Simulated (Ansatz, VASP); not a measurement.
HfO2: VASP beside Ansatz

The input INCAR:

```
SYSTEM = HfO2
ALGO     = Normal         ! electronic algorithm
EDIFF    = 1E-6           ! SCF threshold, eV
ENCUT    = 520            ! plane-wave cutoff, eV
GGA      = PE             ! functional
ISIF     = 2              ! what is computed and relaxed
ISMEAR   = 0              ! smearing method
LASPH    = .TRUE.         ! aspherical terms in the spheres
LCHARG   = .FALSE.        ! write CHGCAR
LREAL    = .FALSE.        ! projectors in reciprocal space
LWAVE    = .FALSE.        ! write WAVECAR
NBANDS   = 18             ! bands
NELM     = 80             ! most SCF steps
PREC     = Accurate       ! precision mode
SIGMA    = 0.05           ! smearing width, eV
```

Contents of KPOINTS:

```
k-points
0
G
  8 8 8
  0 0 0
```

The input POSCAR:

```
HfO2
1.0
    0.0000000000      2.6169756065      2.5489194570
    2.6169756065      0.0000000000      2.5489194570
    2.6169756065      2.6169756065      0.0000000000
Hf O
1 2
Direct
    0.0000000000      0.0000000000      0.0000000000
    0.2500000000      0.2500000000      0.2500000000
    0.7500000000      0.7500000000      0.7500000000
```

Input for Ansatz:

```yaml
crystal:
  lattice:
    - [0.0, 2.6169756065, 2.548919457]
    - [2.6169756065, 0.0, 2.548919457]
    - [2.6169756065, 2.6169756065, 0.0]
  atoms:
    - { symbol: Hf, position: [0.0, 0.0, 0.0] }
    - { symbol: O, position: [0.25, 0.25, 0.25] }
    - { symbol: O, position: [0.75, 0.75, 0.75] }
basis:
  ecutwfc: 520.0
kpoints:
  mp_grid: { grid: [8, 8, 8] }
hamiltonian:
  xc: pbe
  pseudopotentials: { kind: paw, azcp: { folder: soft_1 } }
scf:
  occupations: { method: gaussian, width: 0.05 }
output:
  forces: true
  stress: true
  eigenvalues: true
```

Change from the starting cell: normal strain along x +0.0267, normal strain along y +0.0267.

Alike in both runs: task single point; functional PBE; k mesh 8 × 8 × 8; occupations gaussian, width 0.05 eV; no spin polarisation.

|  | VASP | Ansatz |
| --- | --- | --- |
| version | VASP 6.6.1 | Ansatz 0.2.0 |
| potentials or method | VASP PAW PBE potentials, release 64 (Hf_pv, O), cutoff 520 eV | scalar-relativistic, plane waves, PAW |
| valence electrons in the cell | 22 | 38 |

Ansatz gave:

- gap on the k mesh at the Fermi level (eV): 3.41
- least direct gap on the mesh (eV): 3.42
- pressure (GPa): -11.6
- traceless stress, the component that is largest in VASP (GPa): 7.38

Question: Estimate VASP's values.

Answer: gap on the k mesh at the Fermi level (eV): 3.40; least direct gap on the mesh (eV): 3.41; pressure (GPa): -14.7; traceless stress, the component that is largest in VASP (GPa): 7.49.

With one functional, cell and mesh, what is left measures potentials, basis and numerics. VASP's potentials hold 22 valence electrons a cell and Ansatz's 38, so a difference there can come from the potentials and not from the codes.

Neither program's run includes spin-orbit coupling.
